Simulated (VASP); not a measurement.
Write the native input for VASP 6.6.1 that does the following.

```
Task                   : relaxation of cell and atoms
Functional             : r2SCAN
Potentials or basis    : VASP PAW PBE potentials, release 64 (Sr_sv)
Cutoff                 : 600 eV
k mesh                 : 7 × 7 × 7
Occupations            : methfessel-paxton, width 0.05 eV
Spin                   : no spin polarisation
Dipole correction      : no
Further INCAR settings : ALGO = Normal; EDIFF = 1e-06; IBRION = 2; EDIFFG = -0.03; NSW = 80; ISIF = 3
```

Crystal: Sr.

```
Sr
1.0
     0.00000    3.04235    3.04235
     3.04235    0.00000    3.04235
     3.04235    3.04235    0.00000
Sr
1
Direct
  0.00000 0.00000 0.00000
```

The input as run:

POSCAR

```
Sr
1.0
    0.0000000000      3.0423500000      3.0423500000
    3.0423500000      0.0000000000      3.0423500000
    3.0423500000      3.0423500000      0.0000000000
Sr
1
Direct
    0.0000000000      0.0000000000      0.0000000000
```

INCAR.step1

```
SYSTEM = Sr
PREC     = Accurate       ! precision mode
ENCUT    = 600            ! plane-wave cutoff, eV
ISMEAR   = 1              ! smearing method
SIGMA    = 0.05           ! smearing width, eV
LREAL    = .FALSE.        ! projectors in reciprocal space
LASPH    = .TRUE.         ! aspherical terms in the spheres
NELM     = 80             ! most SCF steps
GGA      = PE             ! functional
ALGO     = Normal         ! electronic algorithm
EDIFF    = 1E-4           ! SCF threshold, eV
LWAVE    = .TRUE.         ! write WAVECAR
LCHARG   = .FALSE.        ! write CHGCAR
```

INCAR.step2

```
SYSTEM = Sr
PREC     = Accurate       ! precision mode
ENCUT    = 600            ! plane-wave cutoff, eV
EDIFF    = 1E-6           ! SCF threshold, eV
ISMEAR   = 1              ! smearing method
SIGMA    = 0.05           ! smearing width, eV
LREAL    = .FALSE.        ! projectors in reciprocal space
LASPH    = .TRUE.         ! aspherical terms in the spheres
NELM     = 80             ! most SCF steps
ALGO     = Normal         ! electronic algorithm
ISIF     = 3              ! what is computed and relaxed
LWAVE    = .FALSE.        ! write WAVECAR
LCHARG   = .FALSE.        ! write CHGCAR
METAGGA  = R2SCAN         ! meta-GGA
LMIXTAU  = .TRUE.       
IBRION   = 2              ! ionic algorithm
NSW      = 80             ! ionic steps
EDIFFG   = -0.03          ! ionic threshold
ISTART   = 1
```

KPOINTS

```
regular mesh
0
G
  7 7 7
  0 0 0
```

Potentials or basis: VASP PAW PBE potentials, release 64 (Sr_sv).

Run with:

```sh
$ cat potpaw_PBE.64/Sr_sv/POTCAR > POTCAR
$ cp INCAR.step1 INCAR
$ mpirun -np 1 vasp_std > vasp.out
$ cp INCAR.step2 INCAR
$ mpirun -np 1 vasp_std > vasp.out
```

Results of the run:

| Quantity | Value |
| --- | --- |
| Relaxed volume | 57.77 Å³/atom |
| Relaxed cell | a = 4.339 Å, b = 4.339 Å, c = 4.339 Å, α = 60.00°, β = 60.00°, γ = 60.00° |
| Space group after relaxing (to 0.1 Å) | Fm-3m (No. 225) |
| Energy gained by relaxing | 1.2 meV/atom |
| Ionic steps | 3 |
| Pressure after relaxing | 0.0 GPa |
| Band gap on the k mesh | zero (bands 5 and 6 overlap by 0.08 eV) |

Caveat: the PAW data sets were made with another functional, which shifts forces and pressure a little.

Run time: 65 s on 1 thread of Intel(R) Xeon(R) 6975P-C (Granite Rapids), on a shared host, peak memory 0.22 GiB.
